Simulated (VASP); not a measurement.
# Ga3AsN2: single point with r2SCAN

The system is Ga3AsN2.

```
CELL_PARAMETERS angstrom
3.43459 0.00000 0.00000
-1.71730 2.97444 0.00000
0.00000 0.00000 8.63923
ATOMIC_POSITIONS crystal
N 0.00000 0.00000 0.02021
N 0.33333 0.66667 0.31180
As 0.66667 0.33333 0.65993
Ga 0.33333 0.66667 0.08549
Ga 0.66667 0.33333 0.37709
Ga 0.00000 0.00000 0.79549
```

| Quantity | Value |
| --- | --- |
| Program | VASP 6.6.1 |
| Task | single point |
| Functional | r2SCAN |
| Potentials or basis | VASP PAW PBE potentials, release 64 (N, As, Ga_d) |
| Cutoff | 520 eV |
| k mesh | 6 × 6 × 2 |
| Occupations | fermi-dirac, width 0.02 eV |
| Spin | no spin polarisation |

| Property | Result |
| --- | --- |
| Pressure | 0.6 GPa |
| Largest force | 0.083 eV/Å |
| Band gap on the k mesh | zero (band 27 reaches 7.10 eV, above the bottom of band 28 at 6.43 eV) |

Forces in eV/Å, atoms in the order of the input:
```
N    0.000  0.000  0.055
N    0.000  0.000  0.016
As   0.000  0.000  0.013
Ga   0.000  0.000 -0.020
Ga   0.000  0.000  0.019
Ga   0.000  0.000 -0.083
```

Levels at points of the mesh, in eV from the Fermi level:
| k point | band 23 | band 24 | band 25 | band 26 | band 27 | band 28 | band 29 | band 30 | band 31 | band 32 |
| --- | --- | --- | --- | --- | --- | --- | --- | --- | --- | --- |
| (0.00, 0.00, 0.00) | -3.22 | -3.22 | -2.50 | -1.58 | 0.68 | 0.70 | 0.70 | 3.94 | 5.25 | 5.87 |
| (0.50, 0.00, 0.00) | -4.98 | -4.66 | -4.15 | -4.09 | -1.58 | 0.48 | 2.20 | 2.40 | 3.10 | 4.03 |
| (0.00, 0.00, 0.50) | -3.77 | -3.21 | -3.21 | -0.04 | 0.21 | 0.68 | 0.68 | 3.50 | 5.31 | 6.01 |
| (0.50, 0.00, 0.50) | -5.33 | -5.12 | -4.23 | -3.11 | -1.51 | 0.87 | 1.47 | 2.21 | 3.11 | 4.55 |

It took 95 s on 1 thread of Intel(R) Xeon(R) 6975P-C (Granite Rapids), with other jobs on the host, peak memory 0.24 GiB.

Caveat: the k points lie up to 0.36 Å⁻¹ apart; the PAW data sets were made with another functional, which shifts forces and pressure a little.
